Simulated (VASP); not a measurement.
## As: single point with PBE

The system is As.

```xyz
2
Lattice="1.9038 1.0991 3.6128 -1.9038 1.0991 3.6128 0.0000 -2.1983 3.6128" Properties=species:S:1:pos:R:3 pbc="T T T"
As    0.0000    0.0000    8.3865
As    0.0000    0.0000    2.4518
```

```json
{
 "Program": "VASP 6.6.1",
 "Task": "single point",
 "Functional": "PBE",
 "Potentials or basis": "VASP PAW PBE potentials, release 64 (As)",
 "Cutoff": "520 eV",
 "k mesh": "12 × 12 × 12",
 "Occupations": "gaussian, width 0.1 eV",
 "Spin": "no spin polarisation",
 "Dipole correction": "no",
 "Further INCAR settings": "ALGO = Normal; EDIFF = 1e-06; NBANDS = 12"
}
```

The pressure is 0.3 GPa, the largest force is 0.049 eV/Å and the band gap on the k mesh is zero (band 5 reaches 5.00 eV, above the bottom of band 6 at 4.62 eV).

Forces on the atoms (eV/Å):
```
As   0.000  0.000 -0.049
As   0.000  0.000  0.049
```

Stress tensor (GPa, compression positive):
```
0.29 0.00 0.00
0.00 0.29 0.00
0.00 0.00 0.19
```

Levels at points of the mesh, in eV from the Fermi level:
```tsv
k point	band 2	band 3	band 4	band 5	band 6	band 7	band 8	band 9
(0.00, 0.00, 0.00)	-6.12	-2.46	-1.89	-1.89	1.58	2.78	2.78	6.94
(0.50, 0.00, 0.00)	-10.86	-2.79	-2.73	-0.47	-0.31	0.38	1.45	8.76
(0.50, 0.50, 0.00)	-9.65	-5.70	-4.00	-3.87	1.58	5.10	6.62	6.74
(0.50, 0.50, 0.50)	-9.77	-1.65	-1.65	-0.65	0.87	0.87	1.70	7.86
```

Run time: 54 s on 1 thread of AMD EPYC 7R43 64-Core Processor (Zen 3), on a shared host, peak memory 0.2 GiB.
